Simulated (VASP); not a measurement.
Runs of VASP 6.6.1 on GaAs. The structure is that of space group Fm-3m (No. 225), or close to it. The cells are those of the table. 

```tsv
task	level	cell	cutoff (eV)	second try	share of exact exchange	screening parameter	gap on the mesh (eV)	pressure (GPa)
single point	r2SCANh	a = 3.813 Å, angles 60.0°, 2 atoms	510	not_converged	0.1	-	none	-3.5
relaxation of cell and atoms	PBE0	relaxed from a = 3.813 Å, angles 60.0°, 2 atoms	600	-	0.25	-	none	-0.1
single point	PBE0	a = 3.763 Å, angles 60.0°, 2 atoms	520	-	0.25	-	none	-0.2
single point	HSE06	a = 3.767 Å, angles 60.0°, 2 atoms	520	-	0.25	0.2079 1/Å	none	(a)
```

Alike in all rows: potentials or basis VASP PAW PBE potentials, release 64 (Ga_d, As); no spin polarisation; k mesh 5 × 5 × 5; smearing fermi-dirac 0.05 eV.

**Question.** Estimate the missing entries.

**Answer.** (a) 0.0.

Caveats: all runs use coarse meshes; the PAW data sets were made with another functional, which shifts forces and pressure a little.

A k mesh can miss the band edges, and the runs leave out spin-orbit coupling on As, Ga.

A gap of «none» marks levels without a gap at the run's occupations.
